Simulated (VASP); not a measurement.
# GaSb (P4/mmm) in VASP: relaxation of cell and atoms with PBE

Aim: the relaxation of cell and atoms of GaSb with PBE.

All numbers are computed with VASP 6.6.1; they aren't measurements. Logs are shortened: lines on timing, memory, paths and dates and some standing lists are left out, and cuts for length are marked.

**1. The cell of the first run**

Symmetry: P4/mmm, No. 123, tetragonal system. Conventional cell: a = 4.120 Å, b = 4.120 Å, c = 2.914 Å, α = 90.00°, β = 90.00°, γ = 90.00°. Within 3.8 Å of Ga (site symmetry 4/mmm) lie 2 Ga at 2.91 Å and 4 Sb at 2.91 Å. Sb (site symmetry 4/mmm) has 4 Ga at 2.91 Å and 2 Sb at 2.91 Å within 3.8 Å.

**2. Relaxation of cell and atoms, PBE**

INCAR

```
ALGO = Normal ; EDIFF = 1E-6
EDIFFG = -0.015 ; ENCUT = 600
GGA = PE ; IBRION = 2
ISIF = 3 ; ISMEAR = 0
LASPH = True ; LCHARG = False
LREAL = False ; LWAVE = False
NELM = 100 ; NSW = 80
PREC = Accurate ; SIGMA = 0.1
```

KPOINTS

```
k-points
0
Gamma
  6 6 6
```

POSCAR

```
GaSb
1.0
   -5.8271595117      0.0000000000      0.0000000000
    0.0000000000      0.0000000000      5.8271595117
    0.0000000000      5.8271595117      0.0000000000
Ga Sb
4 4
Direct
    0.5000000000      0.0000000000      0.0000000000
    0.5000000000      0.5000000000      0.0000000000
    0.0000000000      0.0000000000      0.5000000000
    0.0000000000      0.5000000000      0.5000000000
    0.5000000000      0.0000000000      0.5000000000
    0.5000000000      0.5000000000      0.5000000000
    0.0000000000      0.0000000000      0.0000000000
    0.0000000000      0.5000000000      0.0000000000
```

Potentials or basis: VASP PAW PBE potentials, release 64 (Ga_d, Sb).

Launch:

```
$ cat potpaw_PBE.64/Ga_d/POTCAR potpaw_PBE.64/Sb/POTCAR > POTCAR
$ mpirun -np 1 vasp_std > vasp.out
```

OUTCAR:

```text
EDIFF = 1E-6
   EDIFFG = -0.015
   ENCUT = 600
   GGA = PE
   IBRION = 2
   ISIF = 3
   ISMEAR = 0
   LASPH = True
   LREAL = False
   NELM = 100
   NSW = 80
   PREC = Accurate

 ion  position               nearest neighbor table
   1  0.500  0.000  0.000-   2 2.91   5 2.91   7 2.91   5 2.91   2 2.91   7 2.91
   2  0.500  0.500  0.000-   1 2.91   6 2.91   8 2.91   6 2.91   1 2.91   8 2.91
   3  0.000  0.000  0.500-   4 2.91   5 2.91   7 2.91   7 2.91   4 2.91   5 2.91
   4  0.000  0.500  0.500-   3 2.91   6 2.91   8 2.91   8 2.91   3 2.91   6 2.91
   5  0.500  0.000  0.500-   1 2.91   3 2.91   6 2.91   1 2.91   6 2.91   3 2.91
   6  0.500  0.500  0.500-   2 2.91   4 2.91   5 2.91   2 2.91   5 2.91   4 2.91
   7  0.000  0.000  0.000-   1 2.91   3 2.91   8 2.91   3 2.91   8 2.91   1 2.91
   8  0.000  0.500  0.000-   2 2.91   4 2.91   7 2.91   4 2.91   7 2.91   2 2.91

  LATTYP: Found a simple cubic cell.
 ALAT       =     5.8271595117

  Lattice vectors:

 A1 = (  -5.8271595117,   0.0000000000,   0.0000000000)
 A2 = (   0.0000000000,   0.0000000000,   5.8271595117)
 A3 = (   0.0000000000,   5.8271595117,   0.0000000000)

Analysis of symmetry for initial positions (statically):
=====================================================================
 Subroutine PRICEL returns following result:

  LATTYP: Found a simple tetragonal cell.
 ALAT       =     4.1204240058
 C/A-ratio  =     0.7071067812

  Lattice vectors:

 A1 = (   2.9135797558,   2.9135797558,   0.0000000000)
 A2 = (  -2.9135797558,   2.9135797558,   0.0000000000)
 A3 = (   0.0000000000,   0.0000000000,   2.9135797558)

   4 primitive cells build up your supercell.

 Routine SETGRP: Setting up the symmetry group for a
 simple cubic supercell.

 Subroutine GETGRP returns: Found 16 space group operations
 (whereof 16 operations were pure point group operations)
 out of a pool of 48 trial point group operations.

The static configuration has the point symmetry D_4h.

Analysis of symmetry for dynamics (positions and initial velocities):
=====================================================================
 Subroutine PRICEL returns following result:

  LATTYP: Found a simple tetragonal cell.
 ALAT       =     4.1204240058
 C/A-ratio  =     0.7071067812

  Lattice vectors:

 A1 = (   2.9135797558,   2.9135797558,   0.0000000000)
 A2 = (  -2.9135797558,   2.9135797558,   0.0000000000)
 A3 = (   0.0000000000,   0.0000000000,   2.9135797558)

   4 primitive cells build up your supercell.

 Routine SETGRP: Setting up the symmetry group for a
 simple cubic supercell.

 Subroutine GETGRP returns: Found 16 space group operations
 (whereof 16 operations were pure point group operations)
 out of a pool of 48 trial point group operations.

The dynamic configuration has the point symmetry D_4h.

 Subroutine INISYM returns: Found 16 space group operations
 (whereof 16 operations are pure point group operations),
 and found     4 'primitive' translations

----------------------------------------------------------------------------------------

                                     Primitive cell

  volume of cell :      49.4664

  direct lattice vectors                    reciprocal lattice vectors
     2.913579756  2.913579756  0.000000000     0.171610198  0.171610198  0.000000000
    -2.913579756  2.913579756  0.000000000    -0.171610198  0.171610198  0.000000000
     0.000000000  0.000000000  2.913579756     0.000000000  0.000000000  0.343220397

  length of vectors
     4.120424006  4.120424006  2.913579756     0.242693470  0.242693470  0.343220397

  position of ions in fractional coordinates (direct lattice)
     0.500000000  0.500000000  0.000000000
     0.000000000  0.000000000  0.000000000

  ion indices of the primitive-cell ions
   primitive index   ion index
                 1           1
                 2           5

----------------------------------------------------------------------------------------

 KPOINTS: k-points

Automatic generation of k-mesh.
 Grid dimensions read from file:
 generate k-points for:    6    6    6

 Generating k-lattice:

  Cartesian coordinates                     Fractional coordinates (reciprocal lattice)
    -0.028601700  0.000000000  0.000000000     0.166666667  0.000000000  0.000000000
     0.000000000  0.000000000  0.028601700     0.000000000  0.166666667  0.000000000
     0.000000000  0.028601700  0.000000000     0.000000000  0.000000000  0.166666667

  Length of vectors
     0.028601700  0.028601700  0.028601700

  Shift w.r.t. Gamma in fractional coordinates (k-lattice)
     0.000000000  0.000000000  0.000000000

 Subroutine IBZKPT returns following result:
 ===========================================

 Found     40 irreducible k-points:

 Following reciprocal coordinates:
            Coordinates               Weight
  0.000000  0.000000  0.000000      1.000000
  0.166667  0.000000  0.000000      4.000000
  0.000000  0.166667  0.000000      2.000000
  0.333333  0.000000  0.000000      4.000000
  0.000000  0.333333  0.000000      2.000000
  0.500000  0.000000  0.000000      2.000000
[... 16 lines left out ...]
  0.166667  0.166667  0.166667      8.000000
  0.333333  0.166667  0.166667     16.000000
 [... further k-points ...]
   k-points           NKPTS =     40   k-points in BZ     NKDIM =     40   number of bands    NBANDS=     43
   number of dos      NEDOS =    301   number of ions     NIONS =      8
   total plane-waves  NPLWV = 110592
   dimension x,y,z NGX =    48 NGY =   48 NGZ =   48
   dimension x,y,z NGXF=    96 NGYF=   96 NGZF=   96
   ions per type =               4   4
   NGX,Y,Z   is equivalent  to a cutoff of  13.69, 13.69, 13.69 a.u.
   NGXF,Y,Z  is equivalent  to a cutoff of  27.39, 27.39, 27.39 a.u.
 SYSTEM =  unknown system
   PREC   = accura    normal or accurate (medium, high low for compatibility)
   ISTART =      0    job   : 0-new  1-cont  2-samecut
   ICHARG =      2    charge: 1-file 2-atom 10-const
   ISPIN  =      1    spin polarized calculation?
   LNONCOLLINEAR =      F non collinear calculations
   LSORBIT =      F    spin-orbit coupling
   LASPH  =      T    aspherical Exc in radial PAW
   ENCUT  =  600.0 eV  44.10 Ry    6.64 a.u.  11.64 11.64 11.64*2*pi/ulx,y,z
   NELM   =    100;   NELMIN=  2; NELMDL= -5     # of ELM steps
   EDIFF  = 0.1E-05   stopping-criterion for ELM
   LREAL  =      F    real-space projection
   EDIFFG = -.1E-01   stopping-criterion for IOM
   NSW    =     80    number of steps for IOM
   IBRION =      2    ionic relax: 0-MD 1-quasi-New 2-CG
   NFREE  =      1    steps in history (QN), initial steepest desc. (CG)
   ISIF   =      3    stress and relaxation
   ISYM   =      2    0-nonsym 1-usesym 2-fastsym
   POTIM  = 0.5000    time-step for ionic-motion
   TEBEG  =    0.0;   TEEND  =   0.0 temperature during run
   PSTRESS=    0.0 pullay stress
   NELECT =      72.0000    total number of electrons
   NUPDOWN=      -1.0000    fix difference up-down
   EMIN   =  10.00;   EMAX   =-10.00  energy-range for DOS
   EFERMI =   0.00;   METHOD = LEGACY
   ISMEAR =     0;   SIGMA  =   0.10  broadening in eV -4-tet -1-fermi 0-gaus
   EFERMI_NEDOS =   21; number of points for ismear=-14 and -15
   IALGO  =     38    algorithm
   IMIX   =      4    mixing-type and parameters
     AMIX     =   0.40;   BMIX     =  1.00
     AMIX_MAG =   1.60;   BMIX_MAG =  1.00
  volume/ion in A,a.u.               =      24.73       166.91
  Fermi-wavevector in a.u.,A,eV,Ry     =   1.168769  2.208654 18.585850  1.366021
  Thomas-Fermi vector in A             =   2.305251
   LORBIT       =      0    0 simple, 1 ext, 2 COOP (PROOUT), +10 PAW based schemes
   GGA     = PE    functional components
   LHFCALC =     F    Hartree Fock is set to
   AEXX    =    0.0000 exact exchange contribution
   IVDW    =     0    specifies the selected vdW correction
   LEPSILON=     F    determine dielectric tensor
   LRPA    =     F    only Hartree local field effects (RPA)
 conjugate gradient relaxation of ions
 non-spin polarized calculation
 Gauss-broadening in eV      SIGMA  =   0.10
  energy-cutoff  :      600.00
  volume of cell :      197.87
 maximum number of plane-waves:      6704
 NGX is ok and might be reduce to    48
   NGX = 23   NGY = 23   NGZ = 23

--------------------------------------- Ionic step        1  -------------------------------------------

 number of electron      71.9999998 magnetization

 Free energy of the ion-electron system (eV)
  ---------------------------------------------------
  ext. energy  EPLUGINS =         0.00000000
  ---------------------------------------------------
  free energy    TOTEN  =       -27.23597169 eV

  energy without entropy =      -27.20638727  energy(sigma->0) =      -27.22117948

------------------------ aborting loop because EDIFF is reached ----------------------------------------

  FORCE on cell =-STRESS in cart. coord.  units (eV):
  Direction    XX          YY          ZZ          XY          YZ          ZX
  --------------------------------------------------------------------------------------
  -------------------------------------------------------------------------------------
  Total       -0.7005571     -0.7005571      4.8310958      0.0000000      0.0000000      0.0000000
  in kB       -5.6726158     -5.6726158     39.1187991      0.0000000      0.0000000      0.0000000
  external PRESSURE =       9.2578558 kB  Pullay stress =       0.0000000 kB
[... 237 lines left out ...]
  energy  without entropy=      -27.3461683603  energy(sigma->0) =      -27.35532768

--------------------------------------- Ionic step        7  -------------------------------------------

 number of electron      72.0000057 magnetization

 E-fermi :   6.0569     XC(G=0):  -9.9850

 val. band max:        6.0558575211   @ k =   0.5000   0.1667   0.0000
 cond. band min:       6.0786458287   @ k =   0.1667   0.0000   0.5000
 fundamental gap:      0.0227883077
 Fermi energy:         6.0569069157

 k-point     1 :       0.0000    0.0000    0.0000
  band No.  band energies     occupation
      1      -8.8873      2.00000
      2      -8.8627      2.00000
      3      -8.8600      2.00000
      4      -8.8253      2.00000
      5      -8.7955      2.00000
      6      -8.7955      2.00000
[... 1134 lines left out ...]
  energy  without entropy=      -27.3461417759  energy(sigma->0) =      -27.35531181

--------------------------------------- Ionic step        8  -------------------------------------------

 number of electron      72.0000054 magnetization

 Free energy of the ion-electron system (eV)
  ---------------------------------------------------
  ext. energy  EPLUGINS =         0.00000000
  ---------------------------------------------------
  free energy    TOTEN  =       -27.36550636 eV

  energy without entropy =      -27.34711189  energy(sigma->0) =      -27.35630912

 E-fermi :   6.0963     XC(G=0): -10.0044

 val. band max:        6.0926112746   @ k =   0.1667   0.1667   0.0000
 cond. band min:       6.1028796964   @ k =   0.1667   0.0000   0.5000
 fundamental gap:      0.0102684218
 Fermi energy:         6.0963115689

 k-point     1 :       0.0000    0.0000    0.0000
  band No.  band energies     occupation
      1      -8.8463      2.00000
      2      -8.8211      2.00000
      3      -8.8190      2.00000
      4      -8.7826      2.00000
      5      -8.7531      2.00000
      6      -8.7531      2.00000
[... 1130 lines left out ...]
  FREE ENERGIE OF THE ION-ELECTRON SYSTEM (eV)
  ---------------------------------------------------
  free  energy   TOTEN  =       -27.3655063571 eV

  energy  without entropy=      -27.3471118898  energy(sigma->0) =      -27.35630912

 reached required accuracy - stopping structural energy minimisation
```

Run time: 66 min. Hardware: 1 thread of Intel Xeon 8259CL, shared host; peak memory 0.57 GiB.

What came out:

```
Free energy                           : -27.3655 eV
Relaxed volume                        : 25.12 Å³/atom
Relaxed cell                          : a = 5.745 Å, b = 6.088 Å, c = 5.745 Å, α = 90.00°, β = 90.00°, γ = 90.00°
Space group after relaxing (to 0.1 Å) : P4/mmm (No. 123)
Energy gained by relaxing             : 16.2 meV/atom
Ionic steps                           : 8
Pressure after relaxing               : 0.0 GPa
Band gap on the k mesh                : zero (bands 36 and 37 overlap by 2.76 eV)
```

The path:
```
step  energy change (eV)  largest force (eV/Å)  pressure (GPa)  volume (Å³)
   1              0.0000                0.0000            0.93       197.87
   2             -0.1006                0.0000           -0.33       201.91
   3             -0.1181                0.0000           -0.90       204.50
   4             -0.1183                0.0000           -0.85       204.27
   5             -0.1262                0.0000            0.09       200.58
   6             -0.1285                0.0000           -0.16       201.74
   7             -0.1285                0.0000           -0.21       201.79
   8             -0.1295                0.0000            0.00       200.94
```

Final structure:
```
Ga Sb
1.0
    -5.74534    0.00000    0.00000
     0.00000    0.00000    6.08758
     0.00000    5.74534    0.00000
Ga Sb
4 4
Direct
  0.50000 0.00000 0.00000
  0.50000 0.50000 0.00000
  0.00000 0.00000 0.50000
  0.00000 0.50000 0.50000
  0.50000 0.00000 0.50000
  0.50000 0.50000 0.50000
  0.00000 0.00000 0.00000
  0.00000 0.50000 0.00000
```

Levels at points of the mesh, in eV from the Fermi level:
| k point | band 34 | band 35 | band 36 | band 37 | band 38 | band 39 |
| --- | --- | --- | --- | --- | --- | --- |
| (0.00, 0.00, 0.00) | -2.23 | -2.23 | -0.54 | -0.44 | -0.16 | -0.16 |
| (0.50, 0.00, 0.00) | -1.74 | -0.46 | -0.46 | -0.11 | -0.11 | 2.34 |
| (0.00, 0.50, 0.00) | -1.39 | -1.39 | -1.39 | -1.32 | -1.32 | 0.64 |
| (0.50, 0.50, 0.00) | -0.46 | -0.46 | -0.46 | 0.81 | 0.81 | 0.81 |
| (0.50, 0.00, 0.50) | -0.45 | 1.35 | 1.35 | 1.52 | 1.52 | 1.67 |
| (0.50, 0.50, 0.50) | 0.41 | 0.41 | 0.41 | 1.70 | 1.70 | 1.70 |

Caveat: spin-orbit coupling is left out, which moves the levels of the heavy elements. PBE usually gives volumes a little too large and moduli too small.
